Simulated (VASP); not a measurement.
# HfGeF (P4/nmm) in VASP: notebook

HfGeF is run at these levels: PBE; tasks: single point, relaxation of cell and atoms.

All numbers are computed with VASP 6.6.1; they aren't measurements. Logs are shortened: lines on timing, memory, paths and dates and some standing lists are left out, and cuts for length are marked.

## (1) The cell of the first run

The structure is tetragonal, space group P4/nmm (No. 129). Conventional cell: a = 3.859 Å, b = 3.859 Å, c = 7.256 Å, α = 90.00°, β = 90.00°, γ = 90.00°. Within 2.8 Å of Hf (site symmetry 4mm) lie 1 F at 2.06 Å and 4 Ge at 2.75 Å. Within 2.7 Å of F (site symmetry 4mm) lie 1 Hf at 2.06 Å. Ge (site symmetry -4m2) has 4 Ge at 2.73 Å and 4 Hf at 2.75 Å within 3.6 Å.

## (2) Single point, PBE, collinear spin, zero start

Input file INCAR:

```
SYSTEM = HfGeF
PREC = Accurate
ENCUT = 520
EDIFF = 1E-6
ISMEAR = -1
SIGMA = 0.1
LREAL = .False.
LASPH = .True.
NELM = 150
ALGO = Normal
ISIF = 2
LWAVE = .False.
LCHARG = .True.
ISPIN = 2
MAGMOM = 0 0 0 0 0 0
LORBIT = 11
LMAXMIX = 4
GGA = PE
LELF = .True.
LVHAR = .True.
NBANDS = 44
```

Input file KPOINTS:

```
regular mesh
0
Gamma
  5 5 3
  0 0 0
```

Input file POSCAR:

```
HfGeF
1.0
    3.8585193734      0.0000000000      0.0000000000
    0.0000000000      3.8585193734      0.0000000000
    0.0000000000      0.0000000000      7.2564276316
Hf F Ge
2 2 2
Direct
    0.0000000000      0.5000000000      0.2704496643
    0.5000000000      0.0000000000      0.7295503357
    0.0000000000      0.5000000000      0.5547270680
    0.5000000000      0.0000000000      0.4452729320
    0.0000000000      0.0000000000      0.0000000000
    0.5000000000      0.5000000000      0.0000000000
```

Potentials or basis: VASP PAW PBE potentials, release 64 (Hf_pv, F, Ge_d).

The run is started by

```
$ cat potpaw_PBE.64/Hf_pv/POTCAR potpaw_PBE.64/F/POTCAR potpaw_PBE.64/Ge_d/POTCAR > POTCAR
$ mpirun -np 1 vasp_std > vasp.out
```

OUTCAR:

```text
SYSTEM = HfGeF
   PREC = Accurate
   ENCUT = 520
   EDIFF = 1E-6
   ISMEAR = -1
   LREAL = .False.
   LASPH = .True.
   NELM = 150
   ISIF = 2
   ISPIN = 2
   LORBIT = 11
   GGA = PE

 ion  position               nearest neighbor table
   1  0.000  0.500  0.270-   3 2.06   5 2.75   6 2.75   5 2.75   6 2.75
   2  0.500  0.000  0.730-   4 2.06   5 2.75   6 2.75   6 2.75   5 2.75
   3  0.000  0.500  0.555-   1 2.06
   4  0.500  0.000  0.445-   2 2.06
   5  0.000  0.000  0.000-   6 2.73   6 2.73   6 2.73   6 2.73   2 2.75   2 2.75   1 2.75   1 2.75

   6  0.500  0.500  0.000-   5 2.73   5 2.73   5 2.73   5 2.73   2 2.75   1 2.75   1 2.75   2 2.75

  LATTYP: Found a simple tetragonal cell.
 ALAT       =     3.8585193734
 C/A-ratio  =     1.8806249054

  Lattice vectors:

 A1 = (   3.8585193734,   0.0000000000,   0.0000000000)
 A2 = (   0.0000000000,   3.8585193734,   0.0000000000)
 A3 = (   0.0000000000,   0.0000000000,   7.2564276316)

Analysis of symmetry for initial positions (statically):
=====================================================================
 Subroutine PRICEL returns:
 Original cell was already a primitive cell.

 Routine SETGRP: Setting up the symmetry group for a
 simple tetragonal supercell.

 Subroutine GETGRP returns: Found 16 space group operations
 (whereof  8 operations were pure point group operations)
 out of a pool of 16 trial point group operations.

The static configuration has the point symmetry D_2d.
 The point group associated with its full space group is D_4h.

Analysis of symmetry for dynamics (positions and initial velocities):
=====================================================================
 Subroutine PRICEL returns:
 Original cell was already a primitive cell.

 Routine SETGRP: Setting up the symmetry group for a
 simple tetragonal supercell.

 Subroutine GETGRP returns: Found 16 space group operations
 (whereof  8 operations were pure point group operations)
 out of a pool of 16 trial point group operations.

The dynamic configuration has the point symmetry D_2d.
 The point group associated with its full space group is D_4h.

Analysis of structural, dynamic, and magnetic symmetry:
=====================================================================
 Subroutine PRICEL returns:
 Original cell was already a primitive cell.

 Routine SETGRP: Setting up the symmetry group for a
 simple tetragonal supercell.

 Subroutine GETGRP returns: Found 16 space group operations
 (whereof  8 operations were pure point group operations)
 out of a pool of 16 trial point group operations.

The overall configuration has the point symmetry D_2d.
 The point group associated with its full space group is D_4h.

 Subroutine INISYM returns: Found 16 space group operations
 (whereof  8 operations are pure point group operations),
 and found     1 'primitive' translations

----------------------------------------------------------------------------------------

                                     Primitive cell

  volume of cell :     108.0349

  direct lattice vectors                    reciprocal lattice vectors
     3.858519373  0.000000000  0.000000000     0.259166769  0.000000000  0.000000000
     0.000000000  3.858519373  0.000000000     0.000000000  0.259166769  0.000000000
     0.000000000  0.000000000  7.256427632     0.000000000  0.000000000  0.137808857

  length of vectors
     3.858519373  3.858519373  7.256427632     0.259166769  0.259166769  0.137808857

  position of ions in fractional coordinates (direct lattice)
     0.000000000  0.500000000  0.270449664
     0.500000000  0.000000000  0.729550336
     0.000000000  0.500000000  0.554727068
     0.500000000  0.000000000  0.445272932
     0.000000000  0.000000000  0.000000000
     0.500000000  0.500000000  0.000000000

  ion indices of the primitive-cell ions
   primitive index   ion index
                 1           1
                 2           2
                 3           3
                 4           4
                 5           5
[... 36 lines left out ...]
  0.000000  0.000000  0.333333      2.000000
  0.200000  0.000000  0.333333      8.000000
  0.400000  0.000000  0.333333      8.000000
  0.200000  0.200000  0.333333      8.000000
  0.400000  0.200000  0.333333     16.000000
  0.400000  0.400000  0.333333      8.000000
   k-points           NKPTS =     12   k-points in BZ     NKDIM =     12   number of bands    NBANDS=     44
   number of dos      NEDOS =    301   number of ions     NIONS =      6
   total plane-waves  NPLWV =  48600
   dimension x,y,z NGX =    30 NGY =   30 NGZ =   54
   dimension x,y,z NGXF=    60 NGYF=   60 NGZF=  108
   ions per type =               2   2   2
   NGX,Y,Z   is equivalent  to a cutoff of  12.93, 12.93, 12.37 a.u.
   NGXF,Y,Z  is equivalent  to a cutoff of  25.85, 25.85, 24.74 a.u.
 SYSTEM =  HfGeF
   PREC   = accura    normal or accurate (medium, high low for compatibility)
   ISTART =      0    job   : 0-new  1-cont  2-samecut
   ICHARG =      2    charge: 1-file 2-atom 10-const
   ISPIN  =      2    spin polarized calculation?
   LNONCOLLINEAR =      F non collinear calculations
   LSORBIT =      F    spin-orbit coupling
   LASPH  =      T    aspherical Exc in radial PAW
   ENCUT  =  520.0 eV  38.22 Ry    6.18 a.u.   7.17  7.17 13.49*2*pi/ulx,y,z
   NELM   =    150;   NELMIN=  2; NELMDL= -5     # of ELM steps
   EDIFF  = 0.1E-05   stopping-criterion for ELM
   LREAL  =      F    real-space projection
   EDIFFG = 0.1E-04   stopping-criterion for IOM
   NSW    =      0    number of steps for IOM
   IBRION =     -1    ionic relax: 0-MD 1-quasi-New 2-CG
   NFREE  =      0    steps in history (QN), initial steepest desc. (CG)
   ISIF   =      2    stress and relaxation
   ISYM   =      2    0-nonsym 1-usesym 2-fastsym
   POTIM  = 0.5000    time-step for ionic-motion
   TEBEG  =    0.0;   TEEND  =   0.0 temperature during run
   PSTRESS=    0.0 pullay stress
   NELECT =      62.0000    total number of electrons
   NUPDOWN=      -1.0000    fix difference up-down
   EMIN   =  10.00;   EMAX   =-10.00  energy-range for DOS
   EFERMI =   0.00;   METHOD = LEGACY
   ISMEAR =    -1;   SIGMA  =   0.10  broadening in eV -4-tet -1-fermi 0-gaus
   EFERMI_NEDOS =   21; number of points for ismear=-14 and -15
   IALGO  =     38    algorithm
   IMIX   =      4    mixing-type and parameters
     AMIX     =   0.40;   BMIX     =  1.00
     AMIX_MAG =   1.60;   BMIX_MAG =  1.00
  volume/ion in A,a.u.               =      18.01       121.51
  Fermi-wavevector in a.u.,A,eV,Ry     =   1.360454  2.570886 25.182154  1.850836
  Thomas-Fermi vector in A             =   2.487115
   LORBIT       =     11    0 simple, 1 ext, 2 COOP (PROOUT), +10 PAW based schemes
   GGA     = PE    functional components
   LHFCALC =     F    Hartree Fock is set to
   AEXX    =    0.0000 exact exchange contribution
   IVDW    =     0    specifies the selected vdW correction
   LEPSILON=     F    determine dielectric tensor
   LRPA    =     F    only Hartree local field effects (RPA)
 spin polarized calculation
  energy-cutoff  :      520.00
  volume of cell :      108.03
 maximum number of plane-waves:      2926
 NGX is ok and might be reduce to    30
   NGX = 15   NGY = 15   NGZ = 27

 number of electron      62.0000021 magnetization       0.0000069

 number of electron      62.0000021 magnetization      -0.0000037

 Free energy of the ion-electron system (eV)
  ---------------------------------------------------
  ext. energy  EPLUGINS =         0.00000000
  ---------------------------------------------------
  free energy    TOTEN  =       -39.98470347 eV

  energy without entropy =      -39.88714943  energy(sigma->0) =      -39.93592645

 E-fermi :   5.2897     XC(G=0): -10.5158

 val. band max:        5.0343596542   @ k =   0.4000   0.0000   0.3333
 cond. band min:       5.3221054539   @ k =   0.4000   0.4000   0.3333
 fundamental gap:      0.2877457997
 Fermi energy:         5.2897142323

 spin component 1

 k-point     1 :       0.0000    0.0000    0.0000
  band No.  band energies     occupation
      1     -27.1148      1.00000
      2     -27.0497      1.00000
      3     -26.9448      1.00000
      4     -26.9448      1.00000
      5     -26.9401      1.00000
      6     -26.9401      1.00000
[... 541 lines left out ...]
     42      11.0333      0.00000
     43      11.3630      0.00000
 Fermi energy:         5.2897142323

 spin component 2

 k-point     1 :       0.0000    0.0000    0.0000
  band No.  band energies     occupation
      1     -27.1149      1.00000
      2     -27.0497      1.00000
      3     -26.9448      1.00000
      4     -26.9448      1.00000
      5     -26.9401      1.00000
      6     -26.9401      1.00000
[... 541 lines left out ...]
     42      11.0333      0.00000
     43      11.3630      0.00000
 [bands above 43 left out]

------------------------ aborting loop because EDIFF is reached ----------------------------------------

  FORCE on cell =-STRESS in cart. coord.  units (eV):
  Direction    XX          YY          ZZ          XY          YZ          ZX
  --------------------------------------------------------------------------------------
  -------------------------------------------------------------------------------------
  Total       -0.2622851     -0.2622851     -0.8252458      0.0000000     -0.0000000      0.0000000
  in kB       -3.8897342     -3.8897342    -12.2385418      0.0000000     -0.0000000      0.0000000
  external PRESSURE =      -6.6726701 kB  Pullay stress =       0.0000000 kB

 VOLUME and BASIS-vectors are now :
 -----------------------------------------------------------------------------
  energy-cutoff  :      520.00
  volume of cell :      108.03
      direct lattice vectors                 reciprocal lattice vectors
     3.858519373  0.000000000  0.000000000     0.259166769  0.000000000  0.000000000
     0.000000000  3.858519373  0.000000000     0.000000000  0.259166769  0.000000000
     0.000000000  0.000000000  7.256427632     0.000000000  0.000000000  0.137808857

 POSITION                                       TOTAL-FORCE (eV/Angst)
 -----------------------------------------------------------------------------------
      0.00000      1.92926      1.96250        -0.000000      0.000000      0.064804
      1.92926      0.00000      5.29393        -0.000000     -0.000000     -0.064804
      0.00000      1.92926      4.02534        -0.000000     -0.000000     -0.097750
      1.92926      0.00000      3.23109         0.000000      0.000000      0.097750
      0.00000      0.00000      0.00000        -0.000000     -0.000000      0.000000
      1.92926      1.92926      0.00000         0.000000      0.000000      0.000000
 -----------------------------------------------------------------------------------
    total drift:                                0.000000      0.000000      0.000000

  FREE ENERGIE OF THE ION-ELECTRON SYSTEM (eV)
  ---------------------------------------------------
  free  energy   TOTEN  =       -39.9847034673 eV

  energy  without entropy=      -39.8871494325  energy(sigma->0) =      -39.93592645

 total charge

# of ion       s       p       d       tot
------------------------------------------
    1        0.318   6.312   1.480   8.110
    2        0.318   6.312   1.480   8.110
    3        1.746   4.329   0.000   6.075
    4        1.746   4.329   0.000   6.075
    5        1.131   1.305  10.048  12.483
    6        1.131   1.305  10.048  12.483
--------------------------------------------------
tot          6.389  23.892  23.055  53.336

 magnetization (x)

# of ion       s       p       d       tot
------------------------------------------
    1       -0.000   0.000   0.000   0.000
    2       -0.000   0.000   0.000   0.000
    3        0.000  -0.000   0.000  -0.000
    4        0.000  -0.000   0.000  -0.000
    5       -0.000   0.000   0.000   0.000
    6       -0.000   0.000   0.000   0.000
--------------------------------------------------
tot         -0.000   0.000   0.000   0.000
```

It took 62 s on 1 thread of Intel Xeon 6975P-C (Granite Rapids), shared host; peak memory 0.3 GiB.

What came out:

- Free energy: -39.9847 eV
- Pressure: -0.7 GPa
- Largest force: 0.098 eV/Å
- Band gap on the k mesh: zero (filled and empty bands overlap)
- Net moment: 0.00 μB per cell
- Valence electrons inside the program's atomic spheres: Hf 8.11; F 6.08; Ge 12.48

Forces on the atoms (eV/Å):
```
Hf   0.000  0.000  0.065
Hf   0.000  0.000 -0.065
F    0.000  0.000 -0.098
F    0.000  0.000  0.098
Ge   0.000  0.000  0.000
Ge   0.000  0.000  0.000
```

Stress tensor (GPa, compression positive):
```
-0.39  0.00  0.00
 0.00 -0.39  0.00
 0.00  0.00 -1.22
```

Caveat: spin-orbit coupling is left out, which moves the levels of the heavy elements.

## (3) Relaxation of cell and atoms, PBE, collinear spin, zero start

This run uses another cell than the first one, of 14.01 Å³/atom.

Input file INCAR:

```
SYSTEM = HfGeF
  PREC = Accurate
  ENCUT = 600
  EDIFF = 1E-6
  ISMEAR = -1
  SIGMA = 0.1
  LREAL = .False.
  LASPH = .True.
  NELM = 150
  ALGO = Normal
  ISIF = 3
  LWAVE = .False.
  LCHARG = .False.
  ISPIN = 2
  MAGMOM = 0 0 0 0 0 0
  LORBIT = 11
  LMAXMIX = 4
  GGA = PE
  IBRION = 2
  NSW = 60
  EDIFFG = -0.01
```

KPOINTS is that of step 2.

Input file POSCAR:

```
HfGeF
1.0
    3.3696330000      0.0000000000      0.0000000000
    0.0000000000      3.3696330000      0.0000000000
    0.0000000000      0.0000000000      7.4010030000
Hf F Ge
2 2 2
Direct
    0.0000000000      0.5000000000      0.2410000000
    0.5000000000      0.0000000000      0.7590000000
    0.0000000000      0.5000000000      0.6200000000
    0.5000000000      0.0000000000      0.3800000000
    0.0000000000      0.0000000000      0.0000000000
    0.5000000000      0.5000000000      0.0000000000
```

Potentials or basis: VASP PAW PBE potentials, release 64 (Hf_pv, F, Ge_d).

The run is started by

```
$ cat potpaw_PBE.64/Hf_pv/POTCAR potpaw_PBE.64/F/POTCAR potpaw_PBE.64/Ge_d/POTCAR > POTCAR
$ mpirun -np 1 vasp_std > vasp.out
```

Wall time 17 min (1 thread of Intel Xeon 6975P-C (Granite Rapids), shared host); peak memory 0.29 GiB.

It converged, with:

```yaml
Free_energy: -39.9574 eV
Relaxed_volume: 17.70 Å³/atom
Relaxed_cell: a = 3.826 Å, b = 3.826 Å, c = 7.254 Å, α = 90.00°, β = 90.00°, γ = 90.00°
Space_group_after_relaxing_to_0.1_Å: P4/nmm (No. 129)
Energy_gained_by_relaxing: 649.5 meV/atom
Ionic_steps: 39
Pressure_after_relaxing: 0.1 GPa
Largest_force_after_relaxing: 0.006 eV/Å
Band_gap_on_the_k_mesh: zero (filled and empty bands overlap)
Net_moment: 0.00 μB per cell
Valence_electrons_inside_the_program's_atomic_spheres: Hf 8.12; F 6.08; Ge 12.50
```

Forces in eV/Å, atoms in the order of the input:
```
Hf   0.000  0.000 -0.006
Hf   0.000  0.000  0.006
F    0.000  0.000  0.003
F    0.000  0.000 -0.003
Ge   0.000  0.000  0.000
Ge   0.000  0.000  0.000
```

Step by step:
```csv
step,energy change (eV),largest force (eV/Å),pressure (GPa),volume (Å³)
1,0.0000,7.7530,40.08,84.03
2,0.4129,1.6911,-18.12,134.17
3,-2.8351,0.6600,-3.80,102.79
4,-2.8638,0.6602,-2.20,101.27
5,-2.8692,0.6606,-0.65,100.06
6,-2.8694,0.6603,-0.94,100.40
7,-2.9928,0.7933,-0.87,99.72
8,-3.3893,1.0728,0.99,97.46
9,-2.4248,4.1247,22.72,91.85
10,-3.4217,1.1012,2.40,96.77
11,-3.5114,0.4092,8.24,94.45
12,-3.5356,0.8375,5.64,95.29
13,-3.5370,0.7242,6.40,95.00
14,-3.5843,0.5268,5.96,95.84
15,-3.6049,0.7164,5.64,97.08
16,-3.6599,0.7029,3.57,98.63
17,-3.7162,0.6777,-0.63,102.28
18,-3.7167,0.6757,-0.87,102.59
19,-3.7367,0.5612,-0.82,102.68
20,-3.7836,0.5851,-0.49,102.93
21,-3.8082,0.7891,0.41,103.43
22,-3.8115,0.6052,0.14,103.30
23,-3.8393,0.4782,0.37,103.54
24,-3.8844,0.0519,1.39,104.25
25,-3.8857,0.1006,1.64,104.42
26,-3.8948,0.1137,-0.74,107.02
27,-3.8966,0.1014,-0.17,106.25
28,-3.8966,0.1005,-0.02,106.20
29,-3.8970,0.0346,-0.06,106.16
30,-3.8970,0.0329,-0.06,106.16
31,-3.8970,0.0187,0.17,106.07
32,-3.8970,0.0213,0.02,106.09
33,-3.8970,0.0200,0.02,106.08
34,-3.8970,0.0193,0.04,106.08
35,-3.8970,0.0192,0.05,106.08
36,-3.8971,0.0157,0.02,106.11
37,-3.8972,0.0168,-0.01,106.19
38,-3.8972,0.0223,-0.04,106.22
39,-3.8973,0.0061,0.06,106.20
```

Final structure:
```yaml
crystal:
  lattice:
    - [3.82612, 0.00000, 0.00000]
    - [0.00000, 3.82612, 0.00000]
    - [0.00000, 0.00000, 7.25425]
  atoms:
    - { symbol: Hf, position: [0.00000, 0.50000, 0.27170] }
    - { symbol: Hf, position: [0.50000, 0.00000, 0.72830] }
    - { symbol: F, position: [0.00000, 0.50000, 0.55585] }
    - { symbol: F, position: [0.50000, 0.00000, 0.44415] }
    - { symbol: Ge, position: [0.00000, 0.00000, 0.00000] }
    - { symbol: Ge, position: [0.50000, 0.50000, 0.00000] }
```

Levels at points of the mesh, in eV from the Fermi level:
Spin up:
| k point | band 28 | band 29 | band 30 | band 31 | band 32 | band 33 | band 34 | band 35 |
| --- | --- | --- | --- | --- | --- | --- | --- | --- |
| (0.00, 0.00, 0.00) | -3.15 | -3.15 | -2.10 | -1.85 | 0.40 | 0.86 | 0.90 | 0.90 |
Spin down:
| k point | band 27 | band 28 | band 29 | band 30 | band 31 | band 32 | band 33 | band 34 | band 35 | band 36 |
| --- | --- | --- | --- | --- | --- | --- | --- | --- | --- | --- |
| (0.00, 0.00, 0.00) | -4.55 | -3.15 | -3.15 | -2.10 | -1.85 | 0.40 | 0.86 | 0.90 | 0.90 | 1.61 |

Caveat: the k points lie up to 0.33 Å⁻¹ apart in the final cell, too coarse for converged energies and pressures of a metal; the volume moved by over 15 % at a fixed basis, so the end points are rough; spin-orbit coupling is left out, which moves the levels of the heavy elements.
